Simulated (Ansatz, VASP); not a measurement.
**Two plane-wave programs on Ag**

INCAR

```
SYSTEM = Ag
  PREC = Accurate
  ENCUT = 520
  EDIFF = 1E-6
  ISMEAR = 0
  SIGMA = 0.15
  LREAL = .FALSE.
  LASPH = .TRUE.
  NELM = 80
  ALGO = Fast
  ISIF = 2
  LWAVE = .FALSE.
  LCHARG = .TRUE.
  GGA = PE
  LELF = .TRUE.
  LVHAR = .TRUE.
  NBANDS = 30
```

KPOINTS

```
Automatic mesh
0
G
  18 18 6
  0 0 0
```

POSCAR

```
Ag
1.0
    3.0249220108      0.0000000000      0.0000000000
   -1.5124610054      2.6196593058      0.0000000000
    0.0000000000      0.0000000000      9.2766065346
Ag
4
Direct
    0.3333333333      0.6666666667      0.2500000000
    0.6666666667      0.3333333333      0.7500000000
    0.0000000000      0.0000000000      0.0000000000
    0.0000000000      0.0000000000      0.5000000000
```

Input for Ansatz:

```yaml
crystal:
  lattice:
    - [3.0249220108, 0.0, 0.0]
    - [-1.5124610054, 2.6196593058, 0.0]
    - [0.0, 0.0, 9.2766065346]
  atoms:
    - { symbol: Ag, position: [0.3333333333, 0.6666666667, 0.25] }
    - { symbol: Ag, position: [0.6666666667, 0.3333333333, 0.75] }
    - { symbol: Ag, position: [0.0, 0.0, 0.0] }
    - { symbol: Ag, position: [0.0, 0.0, 0.5] }
basis:
  ecutwfc: 420
kpoints:
  mp_grid: { grid: [18, 18, 6] }
hamiltonian:
  xc: pbe
scf:
  occupations: { method: gaussian, width: 0.15 }
output:
  forces: true
  stress: true
  eigenvalues: true
```

Change from the starting cell: strain +0.030 along x and y, -0.030 along z, atoms carried along.

Alike in both runs: task single point; functional PBE; k mesh 18 × 18 × 6; occupations gaussian, width 0.15 eV; no spin polarisation.

|  | VASP | Ansatz |
| --- | --- | --- |
| version | VASP 6.6.1 | Ansatz 0.2.0 |
| potentials or method | VASP PAW PBE potentials, release 64 (Ag), cutoff 520 eV | scalar-relativistic, plane waves, PAW |
| valence electrons in the cell | 44 | 76 |

```tsv
	VASP	Ansatz	Ansatz less VASP
gap on the k mesh at the Fermi level (eV)	none	none	-
pressure (GPa)	-2.0	-2.0	+0.04
traceless stress, the component that is largest in VASP (GPa)	3.08	3.11	+0.026
```

A gap of «none» marks a metal or a gap that the smearing closes. VASP's potentials hold 44 valence electrons a cell and Ansatz's 76, so a difference there can come from the potentials and not from the codes.
